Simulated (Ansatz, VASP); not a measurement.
# Two plane-wave programs on BiSbTe2S

```
CELL_PARAMETERS angstrom
4.41106 0.00000 0.00000
0.00000 4.41106 0.00000
0.00000 0.00000 9.64961
ATOMIC_POSITIONS crystal
Sb 0.00000 0.00000 0.50000
Bi 0.50000 0.50000 0.50000
Te 0.50000 0.50000 0.27008
Te 0.50000 0.50000 0.72992
S 0.50000 0.50000 0.00000
```

Alike in both runs: task relaxation of cell and atoms; functional PBE; k mesh 4 × 4 × 2; occupations gaussian, width 0.1 eV; no spin polarisation.

```csv
,VASP,Ansatz
version,VASP 6.6.1,Ansatz 0.2.0
potentials or method,"VASP PAW PBE potentials, release 64 (Sb, Bi_d, Te, S), cutoff 600 eV","scalar-relativistic, plane waves, PAW"
valence electrons in the cell,38,68
```

|  | VASP | Ansatz | Ansatz less VASP |
| --- | --- | --- | --- |
| gap on the k mesh at the Fermi level, each at its own relaxed structure (eV) | none | none | - |
| relaxed volume (Å³/atom) | 41.77 | 41.57 | -0.198 |
| relaxed length of the cell vector where the two differ most in proportion (Å) | 10.942 | 10.901 | -0.0410 |

A gap of «none» marks a metal or a gap that the smearing closes. VASP's potentials hold 38 valence electrons a cell and Ansatz's 68, so a difference there can come from the potentials and not from the codes.

Neither program's run includes spin-orbit coupling.
